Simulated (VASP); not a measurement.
A run of VASP 6.6.1 is set up as follows.

INCAR

```
  PREC = Accurate
  ENCUT = 520
  EDIFF = 1E-6
  ISMEAR = -1
  SIGMA = 0.05
  LREAL = F
  LASPH = T
  NELM = 60
  ALGO = Normal
  ISIF = 2
  LWAVE = F
  LCHARG = F
  GGA = PE
  NBANDS = 10
```

KPOINTS

```
Automatic mesh
0
Gamma
  20 20 20
```

File POSCAR:

```
Na
1.0
   -2.0985628867      2.0985628867      2.0985628867
    2.0985628867     -2.0985628867      2.0985628867
    2.0985628867      2.0985628867     -2.0985628867
Na
1
Direct
    0.0000000000      0.0000000000      0.0000000000
```

Potentials or basis: VASP PAW PBE potentials, release 64 (Na_pv).

The run is started by

```sh
$ cat potpaw_PBE.64/Na_pv/POTCAR > POTCAR
$ mpirun -np 1 vasp_std > vasp.out
```

**Question.** What does it give for the band gap on the k mesh?

**Answer.** Zero (an odd number of electrons rules out a gap without spin polarisation).

**Question.** Predict the pressure.

**Answer.** 0.0 GPa.
